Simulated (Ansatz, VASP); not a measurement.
One calculation of SiC, two programs

Contents of INCAR:

```
PREC     = Accurate       # precision mode
ENCUT    = 520            # plane-wave cutoff, eV
EDIFF    = 1E-7           # SCF threshold, eV
ISMEAR   = -1             # smearing method
SIGMA    = 0.02           # smearing width, eV
LREAL    = F              # projectors in reciprocal space
LASPH    = T              # aspherical terms in the spheres
NELM     = 60             # most SCF steps
ALGO     = Normal         # electronic algorithm
ISIF     = 2              # what is computed and relaxed
LWAVE    = F              # write WAVECAR
LCHARG   = F              # write CHGCAR
GGA      = PE             # functional
NBANDS   = 16             # bands
```

KPOINTS

```
Automatic mesh
0
Gamma
  12 12 6
```

The input POSCAR:

```
SiC
1.0
    3.1983704888      0.0000000000      0.0000000000
   -1.5991852444      2.7698700940      0.0000000000
    0.0000000000      0.0000000000      5.0174184257
Si C
2 2
Direct
    0.3333333333      0.6666666667     -0.0022074564
    0.6666666667      0.3333333333      0.4977925436
    0.3333333333      0.6666666667      0.3772074564
    0.6666666667      0.3333333333      0.8772074564
```

Input for Ansatz:

```yaml
crystal:
  lattice:
    - [3.1983704888, 0.0, 0.0]
    - [-1.5991852444, 2.769870094, 0.0]
    - [0.0, 0.0, 5.0174184257]
  atoms:
    - { symbol: Si, position: [0.3333333333, 0.6666666667, -0.0022074564] }
    - { symbol: Si, position: [0.6666666667, 0.3333333333, 0.4977925436] }
    - { symbol: C, position: [0.3333333333, 0.6666666667, 0.3772074564] }
    - { symbol: C, position: [0.6666666667, 0.3333333333, 0.8772074564] }
kpoints:
  mp_grid: { grid: [12, 12, 6] }
  band_path:
    path:
      - [0.0, 0.0, 0.0]
      - [0.5, 0.0, 0.0]
      - [0.3333333333, 0.3333333333, 0.0]
      - [0.0, 0.0, 0.5]
      - [0.5, 0.0, 0.5]
      - [0.3333333333, 0.3333333333, 0.5]
      - [0.0, 0.5, 0.0]
    npoints: 1
hamiltonian:
  xc: pbe
scf:
  occupations: { method: fermi_dirac, width: 0.02 }
  n_extra_bands: 5
output:
  forces: true
  stress: true
  eigenvalues: true
```

Change from the starting cell: epitaxial_xy strain +4.0%.

Alike in both runs: task single point; functional PBE; k mesh 12 × 12 × 6; occupations fermi-dirac, width 0.02 eV; no spin polarisation.

```csv
,VASP,Ansatz
version,VASP 6.6.1,Ansatz 0.2.0
potentials or method,"VASP PAW PBE potentials, release 64 (Si, C)","plane waves, PAW"
plane-wave cutoff (eV),520,420
valence electrons in the cell,16,16
```

VASP gave:

* gap on the k mesh at the Fermi level (eV): 2.20
* pressure (GPa): -10.6
* traceless stress, the component that is largest in VASP (GPa): 13.42
* rms of the force components (eV/Å): 0.028

**Question.** What did Ansatz give for the same quantities?

**Answer.** gap on the k mesh at the Fermi level (eV): 2.21; pressure (GPa): -10.6; traceless stress, the component that is largest in VASP (GPa): 13.35; rms of the force components (eV/Å): 0.028.

Atom by atom the forces differ by 0.000 eV/Å (rms over components). With one functional, cell and mesh, what is left measures potentials, basis and numerics.
